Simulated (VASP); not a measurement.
# BaS (Fm-3m) in VASP: settings compared, part 2 of 2

VASP 6.6.1. The steps go on from the part before.

**3. Dielectric tensor, PBE**

This run uses another cell than the first one, of 33.13 Å³/atom, 1.043 times its volume.

File INCAR:

```
PREC = Accurate ; ENCUT = 520
EDIFF = 1E-8 ; ISMEAR = 0
SIGMA = 0.01 ; LREAL = False
LASPH = True ; NELM = 100
ALGO = Normal ; ISIF = 2
LWAVE = False ; LCHARG = False
GGA = PE ; LEPSILON = True
```

File KPOINTS:

```
Automatic mesh
0
Gamma
  6 6 6
```

File POSCAR:

```
BaS
1.0
    0.0000000000      3.2117958671      3.2117958671
    3.2117958671      0.0000000000      3.2117958671
    3.2117958671      3.2117958671      0.0000000000
Ba S
1 1
Direct
    0.0000000000      0.0000000000      0.0000000000
    0.5000000000      0.5000000000      0.5000000000
```

Potentials or basis: VASP PAW PBE potentials, release 64 (Ba_sv, S).

The run is started by

```bash
cat potpaw_PBE.64/Ba_sv/POTCAR potpaw_PBE.64/S/POTCAR > POTCAR
mpirun -np 1 vasp_std > vasp.out
```

OUTCAR:

```text
PREC = Accurate
   ENCUT = 520
   EDIFF = 1E-8
   ISMEAR = 0
   LREAL = False
   LASPH = True
   NELM = 100
   ISIF = 2
   GGA = PE
   LEPSILON = True

 ion  position               nearest neighbor table
   1  0.000  0.000  0.000-   2 3.21   2 3.21   2 3.21   2 3.21   2 3.21   2 3.21
   2  0.500  0.500  0.500-   1 3.21   1 3.21   1 3.21   1 3.21   1 3.21   1 3.21

  LATTYP: Found a face centered cubic cell.
 ALAT       =     6.4235917342

  Lattice vectors:

 A1 = (   0.0000000000,   3.2117958671,   3.2117958671)
 A2 = (   3.2117958671,   0.0000000000,   3.2117958671)
 A3 = (   3.2117958671,   3.2117958671,   0.0000000000)

Analysis of symmetry for initial positions (statically):
=====================================================================
 Subroutine PRICEL returns:
 Original cell was already a primitive cell.

 Routine SETGRP: Setting up the symmetry group for a
 face centered cubic supercell.

 Subroutine GETGRP returns: Found 48 space group operations
[... 449 lines left out ...]

 Free energy of the ion-electron system (eV)
  ---------------------------------------------------
  ---------------------------------------------------
  free energy    TOTEN  =        -0.79894162 eV

  energy without entropy =       -0.79894162

------------------------ aborting loop because EDIFF is reached ----------------------------------------

 PIEZOELECTRIC TENSOR FIELD DIRECTION 3  (e Angst)
 -----------------------------------------------------------------------------
     0.00037  0.00000  0.00000           (  0.00000  0.00000  0.00000)
     0.00000  0.00037 -0.00000           (  0.00000  0.00000  0.00000)
     0.00000  0.00000 -0.00286           (  0.00000  0.00000  0.00000)

 PIEZOELECTRIC TENSOR FIELD DIRECTION 3  (C/m^2)
 -----------------------------------------------------------------------------
     0.00009  0.00000  0.00000
     0.00000  0.00009 -0.00000
     0.00000  0.00000 -0.00069

 MACROSCOPIC STATIC DIELECTRIC TENSOR (including local field effects in DFT)
 ------------------------------------------------------
           4.876695     0.000000    -0.000000
           0.000000     4.876695     0.000000
           0.000000     0.000000     4.876695
 ------------------------------------------------------

 PIEZOELECTRIC TENSOR (including local field effects)  for field in x, y, z        (e  Angst)
          XX          YY          ZZ          XY          YZ          ZX
  --------------------------------------------------------------------------------
  x     0.00000     0.00000     0.00000     0.00000     0.00000     0.00000
  y     0.00000     0.00000     0.00000     0.00000     0.00000     0.00000
  z     0.00000     0.00000     0.00000     0.00000     0.00000     0.00000

 PIEZOELECTRIC TENSOR (including local field effects)  for field in x, y, z        (C/m^2)
          XX          YY          ZZ          XY          YZ          ZX
  --------------------------------------------------------------------------------
  x     0.00000     0.00000     0.00000     0.00000     0.00000     0.00000
  y     0.00000     0.00000     0.00000     0.00000     0.00000     0.00000
  z     0.00000     0.00000     0.00000     0.00000     0.00000     0.00000

 BORN EFFECTIVE CHARGES (including local field effects) (in |e|, cummulative output)
 ---------------------------------------------------------------------------------
 ion    1
    1     2.62099    -0.00000     0.00000
    2     0.00000     2.62099     0.00000
    3     0.00000     0.00000     2.62099
 ion    2
    1    -2.62099     0.00000     0.00000
    2    -0.00000    -2.62099     0.00000
    3     0.00000     0.00000    -2.62099
```

OSZICAR:

```text
N       E                     dE             d eps       ncg     rms          rms(c)
DAV:   1     0.938495646340E+02    0.93850E+02   -0.70690E+03   384   0.117E+03
DAV:   2    -0.448942540934E+01   -0.98339E+02   -0.90947E+02   524   0.199E+02
DAV:   3    -0.105064346634E+02   -0.60170E+01   -0.59530E+01   488   0.544E+01
DAV:   4    -0.106763143327E+02   -0.16988E+00   -0.16975E+00   560   0.901E+00
[... 11 lines left out ...]
RMM:   9    -0.798894707782E+00    0.49205E-04   -0.65131E-05  1527   0.844E-03    0.103E-03
RMM:  10    -0.798935669454E+00   -0.40962E-04   -0.35727E-05  1541   0.324E-03    0.451E-04
RMM:  11    -0.798939621150E+00   -0.39517E-05   -0.23276E-05  1569   0.142E-03    0.170E-04
RMM:  12    -0.798940643817E+00   -0.10227E-05   -0.76137E-06  1560   0.504E-04    0.918E-05
RMM:  13    -0.798940498456E+00    0.14536E-06   -0.29469E-06  1384   0.256E-04    0.325E-05
RMM:  14    -0.798941618143E+00   -0.11197E-05   -0.11111E-06  1071   0.166E-04    0.305E-06
```

stdout:

```text
POSCAR found type information on POSCAR BaS
 POSCAR found :  2 types and       2 ions
 scaLAPACK will be used
 LDA part: xc-table for (Slater+PW92), standard interpolation
 POSCAR, INCAR and KPOINTS ok, starting setup
 FFT: planning ... GRIDC
 FFT: planning ... GRID_SOFT
 FFT: planning ... GRID
 WAVECAR not read
 entering main loop
 Linear response reoptimize wavefunctions to high precision
 Linear response G [H, r] |phi>, progress :
  Direction:   1
 Linear response G [H, r] |phi>, progress :
  Direction:   2
 Linear response G [H, r] |phi>, progress :
  Direction:   3
 Linear response to external field (no local field effect), progress :
  Direction:   1
 dielectric tensor                  component  1 :     6.300     0.681     0.198
 Linear response to external field (no local field effect), progress :
  Direction:   2
 dielectric tensor                  component  2 :     0.681     5.087    -0.244
 Linear response to external field (no local field effect), progress :
  Direction:   3
 dielectric tensor                  component  3 :     0.198    -0.244     4.555
 Linear response to external field, progress :
  Direction:   1
 dielectric tensor                  component  1 :     4.877     0.483     0.121
 Linear response to external field, progress :
  Direction:   2
 dielectric tensor                  component  2 :     0.418     4.877    -0.093
 Linear response to external field, progress :
  Direction:   3
 dielectric tensor                  component  3 :     0.010     0.257     4.877
 Born effective charges drift removed
```

Wall time 2.9 min (1 thread of Intel Xeon 6975P-C, shared host); peak memory 0.26 GiB.

Results:

```yaml
Band_gap_on_the_k_mesh: 2.13 eV, indirect (least direct gap 2.28 eV)
Electronic_dielectric_tensor_diagonal: 4.88
Born_charges_mean_of_the_diagonal: Ba +2.62; S -2.62 e
```

Electronic dielectric tensor:
```
4.88 0.00 0.00
0.00 4.88 0.00
0.00 0.00 4.88
```

Born effective charge tensors (e):
atom 1, Ba
```
2.62 0.00 0.00
0.00 2.62 0.00
0.00 0.00 2.62
```
atom 2, S
```
-2.62  0.00  0.00
 0.00 -2.62  0.00
 0.00  0.00 -2.62
```

Caveat: spin-orbit coupling is left out, which moves the levels of the heavy elements. As with any semilocal functional, this PBE gap is likely too small.

**4. Dielectric tensor, r2SCAN**

This run uses another cell than the first one, of 33.13 Å³/atom, 1.043 times its volume.

File INCAR:

```
PREC = Accurate ; ENCUT = 520
EDIFF = 1E-8 ; ISMEAR = 0
SIGMA = 0.01 ; LREAL = F
LASPH = T ; NELM = 60
ALGO = Normal ; ISIF = 2
LWAVE = F ; LCHARG = F
METAGGA = R2SCAN ; LMIXTAU = T
LCALCEPS = T
```

KPOINTS is that of step 3.

POSCAR is that of step 3.

Potentials or basis: VASP PAW PBE potentials, release 64 (Ba_sv, S).

The run is started by

```bash
cat potpaw_PBE.64/Ba_sv/POTCAR potpaw_PBE.64/S/POTCAR > POTCAR
mpirun -np 1 vasp_std > vasp.out
```

OUTCAR:

```text
PREC = Accurate
   ENCUT = 520
   EDIFF = 1E-8
   ISMEAR = 0
   LREAL = F
   LASPH = T
   NELM = 60
   ISIF = 2
   METAGGA = R2SCAN

 ion  position               nearest neighbor table
   1  0.000  0.000  0.000-   2 3.21   2 3.21   2 3.21   2 3.21   2 3.21   2 3.21
   2  0.500  0.500  0.500-   1 3.21   1 3.21   1 3.21   1 3.21   1 3.21   1 3.21

  LATTYP: Found a face centered cubic cell.
 ALAT       =     6.4235917342

  Lattice vectors:

 A1 = (   0.0000000000,   3.2117958671,   3.2117958671)
 A2 = (   3.2117958671,   0.0000000000,   3.2117958671)
 A3 = (   3.2117958671,   3.2117958671,   0.0000000000)

Analysis of symmetry for initial positions (statically):
=====================================================================
 Subroutine PRICEL returns:
 Original cell was already a primitive cell.

 Routine SETGRP: Setting up the symmetry group for a
 face centered cubic supercell.

[... 547 lines left out ...]
  y     0.00000     0.00000     0.00000     0.00000     0.00000     0.00000
  z     0.00000     0.00000     0.00000     0.00000     0.00000     0.00000

 PIEZOELECTRIC TENSOR (including local field effects) (C/m^2)
          XX          YY          ZZ          XY          YZ          ZX
  --------------------------------------------------------------------------------
  x     0.00000     0.00000     0.00000     0.00000     0.00000     0.00000
  y     0.00000     0.00000     0.00000     0.00000     0.00000     0.00000
  z     0.00000     0.00000     0.00000     0.00000     0.00000     0.00000

 BORN EFFECTIVE CHARGES (including local field effects) (in |e|, cummulative output)
 ---------------------------------------------------------------------------------
 ion    1
    1     2.54557     0.00000    -0.00000
    2     0.00000     2.54557     0.00000
    3     0.00000     0.00000     2.54557
 ion    2
    1    -2.54557     0.00000     0.00000
    2    -0.00000    -2.54557     0.00000
    3    -0.00000    -0.00000    -2.54557

  FORCE on cell =-STRESS in cart. coord.  units (eV):
  Direction    XX          YY          ZZ          XY          YZ          ZX
  --------------------------------------------------------------------------------------
  -------------------------------------------------------------------------------------
  Total        0.2434948      0.2434948      0.2434948     -0.0000000      0.0000000      0.0000000
  in kB        5.8874407      5.8874407      5.8874407     -0.0000000      0.0000000      0.0000000
  external PRESSURE =       5.8874407 kB  Pullay stress =       0.0000000 kB

 VOLUME and BASIS-vectors are now :
 -----------------------------------------------------------------------------
  energy-cutoff  :      520.00
  volume of cell :       66.26
      direct lattice vectors                 reciprocal lattice vectors
     0.000000000  3.211795867  3.211795867    -0.155676145  0.155676145  0.155676145
     3.211795867  0.000000000  3.211795867     0.155676145 -0.155676145  0.155676145
     3.211795867  3.211795867  0.000000000     0.155676145  0.155676145 -0.155676145

 POSITION                                       TOTAL-FORCE (eV/Angst)
 -----------------------------------------------------------------------------------
      0.00000      0.00000      0.00000         0.000000      0.000000     -0.000000
      3.21180      3.21180      3.21180        -0.000000     -0.000000      0.000000
 -----------------------------------------------------------------------------------
    total drift:                                0.000000      0.000000      0.000000

  FREE ENERGIE OF THE ION-ELECTRON SYSTEM (eV)
  ---------------------------------------------------
  free  energy   TOTEN  =       -39.2053445350 eV

  energy  without entropy=      -39.2053445350  energy(sigma->0) =      -39.20534453
```

It took 34 min on 1 thread of Intel Xeon 6975P-C, shared host; peak memory 0.42 GiB.

Results:

| Quantity | Value |
| --- | --- |
| Band gap on the k mesh | 2.49 eV, indirect (least direct gap 2.63 eV) |
| Electronic dielectric tensor (diagonal) | 4.44 |
| Born charges (mean of the diagonal) | Ba +2.55; S -2.55 e |

Electronic dielectric tensor:
```
4.44 0.00 0.00
0.00 4.44 0.00
0.00 0.00 4.44
```

Born effective charge tensors (e):
atom 1, Ba
```
2.55 0.00 0.00
0.00 2.55 0.00
0.00 0.00 2.55
```
atom 2, S
```
-2.55  0.00  0.00
 0.00 -2.55  0.00
 0.00  0.00 -2.55
```

Dipole moments of the cell (e·Å, modulo the quantum): ionic -19.271, -19.271, -19.271; electronic 0.000, 0.000, 0.013

Caveat: the PAW data sets were made with another functional, which shifts forces and pressure a little; spin-orbit coupling is left out, which moves the levels of the heavy elements. r2SCAN opens gaps a little over a GGA but as a rule still falls short of measured ones.

**5. The runs side by side**

```csv
task,level,cell,gap on the mesh (eV)
vibrations by perturbation theory,PBEsol,"a = 4.479 Å, angles 60.0°, 2 atoms",-
dielectric tensor,PBE,"a = 4.542 Å, angles 60.0°, 2 atoms",2.13
dielectric tensor,r2SCAN,"a = 4.542 Å, angles 60.0°, 2 atoms",2.49
```

Alike in all rows: potentials or basis VASP PAW PBE potentials, release 64 (Ba_sv, S); no spin polarisation; k mesh 6 × 6 × 6; cutoff (eV) 520; smearing gaussian 0.01 eV.

Caveats: spin-orbit coupling is left out, which moves the levels of the heavy elements; the PAW data sets were made with another functional, which shifts forces and pressure a little (some runs).

Total energies depend on the potentials used, so only differences within one code and one set of settings carry meaning.
